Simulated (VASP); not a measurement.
# Cr (Fd-3m) in VASP: notebook, part 2 of 2

VASP 6.6.1. Earlier steps stand in the parts before.

### 5 Single point, BLYP (volume scaled by 1.08)

Input file INCAR:

```
  AGGAC = 1.0
  AGGAX = 1.0
  ALDAC = 0.0
  ALDAX = 1.0
  ALGO = Normal
  EDIFF = 1E-6
  ENCUT = 520
  GGA = B5
  ISIF = 2
  ISMEAR = -1
  LASPH = T
  LCHARG = F
  LREAL = F
  LWAVE = F
  NBANDS = 19
  NELM = 100
  PREC = Accurate
  SIGMA = 0.1
```

Input file KPOINTS:

```
k-points
0
Gamma
  12 12 12
```

Input file POSCAR:

```
Cr
1.0
    0.0000000000      2.6558043408      2.6558043408
    2.6558043408      0.0000000000      2.6558043408
    2.6558043408      2.6558043408      0.0000000000
Cr
2
Direct
    0.1250000000      0.1250000000      0.1250000000
    0.8750000000      0.8750000000      0.8750000000
```

Potentials or basis: VASP PAW PBE potentials, release 64 (Cr_pv).

Command:

```
cat potpaw_PBE.64/Cr_pv/POTCAR > POTCAR
mpirun -np 1 vasp_std > vasp.out
```

OUTCAR:

```text
EDIFF = 1E-6
   ENCUT = 520
   GGA = B5
   ISIF = 2
   ISMEAR = -1
   LASPH = T
   LREAL = F
   NELM = 100
   PREC = Accurate

 ion  position               nearest neighbor table
   1  0.125  0.125  0.125-   2 2.30   2 2.30   2 2.30   2 2.30
   2  0.875  0.875  0.875-   1 2.30   1 2.30   1 2.30   1 2.30

  LATTYP: Found a face centered cubic cell.
 ALAT       =     5.3116086816

  Lattice vectors:

 A1 = (   0.0000000000,   2.6558043408,   2.6558043408)
 A2 = (   2.6558043408,   0.0000000000,   2.6558043408)
 A3 = (   2.6558043408,   2.6558043408,   0.0000000000)

Analysis of symmetry for initial positions (statically):
=====================================================================
 Subroutine PRICEL returns:
 Original cell was already a primitive cell.

 Routine SETGRP: Setting up the symmetry group for a
 face centered cubic supercell.

 Subroutine GETGRP returns: Found 48 space group operations
 (whereof 12 operations were pure point group operations)
 out of a pool of 48 trial point group operations.

The static configuration has the point symmetry D_3d.
 The point group associated with its full space group is O_h .

Analysis of symmetry for dynamics (positions and initial velocities):
=====================================================================
 Subroutine PRICEL returns:
 Original cell was already a primitive cell.

 Routine SETGRP: Setting up the symmetry group for a
 face centered cubic supercell.

 Subroutine GETGRP returns: Found 48 space group operations
 (whereof 12 operations were pure point group operations)
 out of a pool of 48 trial point group operations.

The dynamic configuration has the point symmetry D_3d.
 The point group associated with its full space group is O_h .

 Subroutine INISYM returns: Found 48 space group operations
 (whereof 12 operations are pure point group operations),
 and found     1 'primitive' translations

----------------------------------------------------------------------------------------

                                     Primitive cell

  volume of cell :      37.4644

  direct lattice vectors                    reciprocal lattice vectors
     0.000000000  2.655804341  2.655804341    -0.188266881  0.188266881  0.188266881
     2.655804341  0.000000000  2.655804341     0.188266881 -0.188266881  0.188266881
     2.655804341  2.655804341  0.000000000     0.188266881  0.188266881 -0.188266881

  length of vectors
     3.755874518  3.755874518  3.755874518     0.326087803  0.326087803  0.326087803

  position of ions in fractional coordinates (direct lattice)
     0.125000000  0.125000000  0.125000000
     0.875000000  0.875000000  0.875000000

  ion indices of the primitive-cell ions
   primitive index   ion index
                 1           1
                 2           2

----------------------------------------------------------------------------------------

 KPOINTS: k-points

Automatic generation of k-mesh.
 Grid dimensions read from file:
 generate k-points for:   12   12   12

 Generating k-lattice:

  Cartesian coordinates                     Fractional coordinates (reciprocal lattice)
    -0.015688907  0.015688907  0.015688907     0.083333333  0.000000000  0.000000000
     0.015688907 -0.015688907  0.015688907     0.000000000  0.083333333  0.000000000
     0.015688907  0.015688907 -0.015688907     0.000000000  0.000000000  0.083333333

  Length of vectors
     0.027173984  0.027173984  0.027173984

  Shift w.r.t. Gamma in fractional coordinates (k-lattice)
     0.000000000  0.000000000  0.000000000

 Subroutine IBZKPT returns following result:
 ===========================================

 Found     72 irreducible k-points:

 Following reciprocal coordinates:
            Coordinates               Weight
  0.000000  0.000000  0.000000      1.000000
  0.083333  0.000000  0.000000      8.000000
  0.166667  0.000000  0.000000      8.000000
  0.250000  0.000000  0.000000      8.000000
  0.333333  0.000000  0.000000      8.000000
  0.416667  0.000000  0.000000      8.000000
[... 16 lines left out ...]
  0.500000  0.166667  0.000000     24.000000
 -0.416667  0.166667  0.000000     24.000000
 [... further k-points ...]
   k-points           NKPTS =     72   k-points in BZ     NKDIM =     72   number of bands    NBANDS=     19
   number of dos      NEDOS =    301   number of ions     NIONS =      2
   total plane-waves  NPLWV =  21952
   dimension x,y,z NGX =    28 NGY =   28 NGZ =   28
   dimension x,y,z NGXF=    56 NGYF=   56 NGZF=   56
   ions per type =               2
   NGX,Y,Z   is equivalent  to a cutoff of  12.39, 12.39, 12.39 a.u.
   NGXF,Y,Z  is equivalent  to a cutoff of  24.79, 24.79, 24.79 a.u.
 SYSTEM =  unknown system
   PREC   = accura    normal or accurate (medium, high low for compatibility)
   ISTART =      0    job   : 0-new  1-cont  2-samecut
   ICHARG =      2    charge: 1-file 2-atom 10-const
   ISPIN  =      1    spin polarized calculation?
   LNONCOLLINEAR =      F non collinear calculations
   LSORBIT =      F    spin-orbit coupling
   LASPH  =      T    aspherical Exc in radial PAW
   ENCUT  =  520.0 eV  38.22 Ry    6.18 a.u.   6.98  6.98  6.98*2*pi/ulx,y,z
   NELM   =    100;   NELMIN=  2; NELMDL= -5     # of ELM steps
   EDIFF  = 0.1E-05   stopping-criterion for ELM
   LREAL  =      F    real-space projection
   EDIFFG = 0.1E-04   stopping-criterion for IOM
   NSW    =      0    number of steps for IOM
   IBRION =     -1    ionic relax: 0-MD 1-quasi-New 2-CG
   NFREE  =      0    steps in history (QN), initial steepest desc. (CG)
   ISIF   =      2    stress and relaxation
   ISYM   =      2    0-nonsym 1-usesym 2-fastsym
   POTIM  = 0.5000    time-step for ionic-motion
   TEBEG  =    0.0;   TEEND  =   0.0 temperature during run
   PSTRESS=    0.0 pullay stress
   NELECT =      24.0000    total number of electrons
   NUPDOWN=      -1.0000    fix difference up-down
   EMIN   =  10.00;   EMAX   =-10.00  energy-range for DOS
   EFERMI =   0.00;   METHOD = LEGACY
   ISMEAR =    -1;   SIGMA  =   0.10  broadening in eV -4-tet -1-fermi 0-gaus
   EFERMI_NEDOS =   21; number of points for ismear=-14 and -15
   IALGO  =     38    algorithm
   IMIX   =      4    mixing-type and parameters
     AMIX     =   0.40;   BMIX     =  1.00
     AMIX_MAG =   1.60;   BMIX_MAG =  1.00
  volume/ion in A,a.u.               =      18.73       126.41
  Fermi-wavevector in a.u.,A,eV,Ry     =   1.411256  2.666887 27.097959  1.991644
  Thomas-Fermi vector in A             =   2.533126
   LORBIT       =      0    0 simple, 1 ext, 2 COOP (PROOUT), +10 PAW based schemes
   GGA     = B5    functional components
   LHFCALC =     F    Hartree Fock is set to
   AEXX    =    0.0000 exact exchange contribution
   IVDW    =     0    specifies the selected vdW correction
   LEPSILON=     F    determine dielectric tensor
   LRPA    =     F    only Hartree local field effects (RPA)
 non-spin polarized calculation
  energy-cutoff  :      520.00
  volume of cell :       37.46
 maximum number of plane-waves:      1036
   NGX = 13   NGY = 13   NGZ = 13

 number of electron      24.0000024 magnetization

 Free energy of the ion-electron system (eV)
  ---------------------------------------------------
  ext. energy  EPLUGINS =         0.00000000
  ---------------------------------------------------
  free energy    TOTEN  =       -13.20605687 eV

  energy without entropy =      -13.05537454  energy(sigma->0) =      -13.13071571

 E-fermi :   5.5277     XC(G=0): -10.1032

 val. band max:        5.5252202370   @ k =  -0.3333   0.2500   0.0000
 cond. band min:       5.5301908656   @ k =   0.3333   0.0833   0.0000
 fundamental gap:      0.0049706286
 Fermi energy:         5.5277034625

 k-point     1 :       0.0000    0.0000    0.0000
  band No.  band energies     occupation
      1     -36.9136      2.00000
      2     -36.9136      2.00000
      3     -36.9136      2.00000
      4     -36.3319      2.00000
      5     -36.3319      2.00000
      6     -36.3319      2.00000
[... 11 lines left out ...]
     18      13.3844      0.00000
     19      13.3845      0.00000

 k-point     2 :       0.0833    0.0000    0.0000
  band No.  band energies     occupation
      1     -36.9186      2.00000
      2     -36.9186      2.00000
      3     -36.9133      2.00000
      4     -36.3332      2.00000
      5     -36.3269      2.00000
      6     -36.3269      2.00000
[... 476 lines left out ...]
 k-point    24 :      -0.4167    0.1667    0.0000
  band No.  band energies     occupation
      1     -37.0326      2.00000
      2     -36.9934      2.00000
      3     -36.8306      2.00000
      4     -36.4252      2.00000
      5     -36.2518      2.00000
      6     -36.2188      2.00000
[... 11 lines left out ...]
     18       9.0067      0.00000
     19      12.8827      0.00000

 [... further k-points ...]
[... 5 lines left out ...]
  --------------------------------------------------------------------------------------
  -------------------------------------------------------------------------------------
  Total       -1.4065813     -1.4065813     -1.4065813      0.0000000     -0.0000000     -0.0000000
  in kB      -60.1529873    -60.1529873    -60.1529873      0.0000000     -0.0000000     -0.0000000
  external PRESSURE =     -60.1529873 kB  Pullay stress =       0.0000000 kB

 VOLUME and BASIS-vectors are now :
 -----------------------------------------------------------------------------
  energy-cutoff  :      520.00
  volume of cell :       37.46
      direct lattice vectors                 reciprocal lattice vectors
     0.000000000  2.655804341  2.655804341    -0.188266881  0.188266881  0.188266881
     2.655804341  0.000000000  2.655804341     0.188266881 -0.188266881  0.188266881
     2.655804341  2.655804341  0.000000000     0.188266881  0.188266881 -0.188266881

 POSITION                                       TOTAL-FORCE (eV/Angst)
 -----------------------------------------------------------------------------------
      0.66395      0.66395      0.66395        -0.000000      0.000000      0.000000
      4.64766      4.64766      4.64766         0.000000     -0.000000     -0.000000
 -----------------------------------------------------------------------------------
    total drift:                                0.000000      0.000000     -0.000000

  FREE ENERGIE OF THE ION-ELECTRON SYSTEM (eV)
  ---------------------------------------------------
  free  energy   TOTEN  =       -13.2060568693 eV

  energy  without entropy=      -13.0553745425  energy(sigma->0) =      -13.13071571
```

OSZICAR:

```text
N       E                     dE             d eps       ncg     rms          rms(c)
DAV:   1     0.246007793632E+03    0.24601E+03   -0.14721E+04  2736   0.143E+03
DAV:   2    -0.663867419845E+01   -0.25265E+03   -0.24783E+03  2769   0.416E+02
DAV:   3    -0.141114014499E+02   -0.74727E+01   -0.73182E+01  2970   0.882E+01
DAV:   4    -0.142240804926E+02   -0.11268E+00   -0.11245E+00  3354   0.991E+00
DAV:   5    -0.142268060531E+02   -0.27256E-02   -0.27253E-02  3362   0.152E+00    0.941E+00
DAV:   6    -0.133079440484E+02    0.91886E+00   -0.83095E+00  2897   0.281E+01    0.259E+00
DAV:   7    -0.132087203913E+02    0.99224E-01   -0.53740E-01  2883   0.753E+00    0.139E+00
DAV:   8    -0.132059234207E+02    0.27970E-02   -0.19360E-02  2928   0.164E+00    0.104E-01
DAV:   9    -0.132060020250E+02   -0.78604E-04   -0.86425E-04  3701   0.344E-01    0.516E-02
DAV:  10    -0.132060541023E+02   -0.52077E-04   -0.89848E-05  3015   0.678E-02    0.572E-03
DAV:  11    -0.132060561917E+02   -0.20894E-05   -0.37773E-06  3415   0.114E-02    0.265E-03
DAV:  12    -0.132060568693E+02   -0.67761E-06   -0.72004E-07  2309   0.525E-03
   1 F= -.13206057E+02 E0= -.13130716E+02  d E =-.150682E+00
```

Wall time 23 s (1 thread of Intel Xeon 6975P-C (Granite Rapids), shared host); peak memory 0.17 GiB.

Results:

```
Free energy            : -13.2061 eV
Pressure               : -6.0 GPa
Band gap on the k mesh : zero (band 12 reaches 5.75 eV, above the bottom of band 13 at 5.38 eV)
```

Levels at points of the mesh, in eV from the Fermi level:
| k point | band 10 | band 11 | band 12 | band 13 | band 14 | band 15 |
| --- | --- | --- | --- | --- | --- | --- |
| (0.00, 0.00, 0.00) | -0.92 | -0.92 | -0.92 | 0.94 | 0.94 | 0.94 |
| (0.50, 0.00, 0.00) | -1.12 | -0.92 | -0.92 | -0.04 | 1.60 | 1.60 |
| (0.50, 0.50, 0.00) | -0.83 | -0.26 | -0.26 | 0.73 | 0.73 | 2.56 |

Caveat: the PAW data sets were made with another functional, which shifts forces and pressure a little; the run has no spin polarisation, though such a crystal can be magnetic.

### 6 Summary

```csv
cell,gap on the mesh (eV),pressure (GPa)
"a = 3.611 Å, angles 60.0°, 2 atoms",none,4.3
"a = 3.661 Å, angles 60.0°, 2 atoms",none,0.2
"a = 3.709 Å, angles 60.0°, 2 atoms",none,-3.2
"a = 3.756 Å, angles 60.0°, 2 atoms",none,-6.0
```

Alike in all rows: task single point; level BLYP; potentials or basis VASP PAW PBE potentials, release 64 (Cr_pv); no spin polarisation; k mesh 12 × 12 × 12; cutoff (eV) 520; smearing fermi-dirac 0.1 eV.

Caveats: the PAW data sets were made with another functional, which shifts forces and pressure a little; the run has no spin polarisation, though such a crystal can be magnetic.

Absolute energies hang on the potentials; compare differences alone.
